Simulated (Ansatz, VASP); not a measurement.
Two plane-wave programs on HgTe2

```
Hg Te
1.0
     4.90676    0.00000    0.00000
     0.00000    4.90676    0.00000
     0.00000    0.00000    9.00009
Hg Te
2 4
Direct
  0.00000 0.50000 0.80028
  0.50000 0.00000 0.19972
  0.00000 0.00000 0.00000
  0.50000 0.50000 0.00000
  0.00000 0.50000 0.49932
  0.50000 0.00000 0.50068
```

Alike in both runs: functional PBE; k mesh 8 × 8 × 4; occupations gaussian, width 0.1 eV; no spin polarisation.

Ansatz relaxed the structure, and its values are those at the end. VASP's run is a single point on that final structure, the one shown.

|  | VASP | Ansatz |
| --- | --- | --- |
| version | VASP 6.6.1 | Ansatz 0.2.0 |
| potentials or method | VASP PAW PBE potentials, release 64 (Hg, Te), cutoff 520 eV | scalar-relativistic, plane waves, PAW |
| valence electrons in the cell | 48 | 104 |

VASP gave:

| Quantity | Value |
| --- | --- |
| gap on the k mesh at the Fermi level (eV) | none |
| pressure (GPa) | 0.0 |
| rms of the force components (eV/Å) | 0.007 |

Q: Estimate Ansatz's values.

A: gap on the k mesh at the Fermi level (eV): none; pressure (GPa): 0.0; rms of the force components (eV/Å): 0.003.

A gap of «none» marks a metal or a gap that the smearing closes. The functional is the same, so the differences come from potentials, cutoffs and numerics. VASP's potentials hold 48 valence electrons a cell and Ansatz's 104, so a difference there can come from the potentials and not from the codes.

Neither program's run includes spin-orbit coupling.
